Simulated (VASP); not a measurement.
**BaF2: single point with revPBE+D3(BJ)**

BaF2:

```
Ba F
1.0
     0.00000    3.14792    3.14792
     3.14792    0.00000    3.14792
     3.14792    3.14792    0.00000
Ba F
1 2
Direct
  0.00000 0.00000 0.00000
  0.25000 0.25000 0.25000
  0.75000 0.75000 0.75000
```

This cell differs from its parent crystal: volume scaled by 1.02.

| Quantity | Value |
| --- | --- |
| Program | VASP 6.6.1 |
| Task | single point |
| Functional | revPBE |
| Dispersion | D3(BJ) |
| Potentials or basis | VASP PAW PBE potentials, release 64 (Ba_sv, F) |
| Cutoff | 600 eV |
| k mesh | 6 × 6 × 6 |
| Occupations | gaussian, width 0.05 eV |
| Spin | no spin polarisation |

```yaml
Pressure: -0.2 GPa
Band_gap_on_the_k_mesh: 6.86 eV, indirect (least direct gap 6.91 eV)
Dispersion_energy_per_atom: -0.226 eV
```

Levels at points of the mesh, in eV from the valence-band top:
```tsv
k point	band 8	band 9	band 10	band 11	band 12	band 13	band 14	band 15	band 16	band 17
(0.00, 0.00, 0.00)	-1.33	-1.33	-0.05	-0.05	-0.05	6.86	9.07	9.07	11.05	11.05
(0.50, 0.00, 0.00)	-0.96	-0.59	-0.33	-0.16	-0.16	8.93	9.07	9.07	9.95	11.24
(0.50, 0.50, 0.00)	-0.34	-0.34	-0.29	-0.29	-0.08	7.35	8.83	10.40	11.57	11.57
```

Wall time 43 s on 1 thread of Intel Xeon 8259CL (shared host), peak memory 0.22 GiB.

Caveat: the PAW data sets were made with another functional, which shifts forces and pressure a little; spin-orbit coupling is left out, which moves the levels of the heavy elements. A k mesh can miss the band edges.
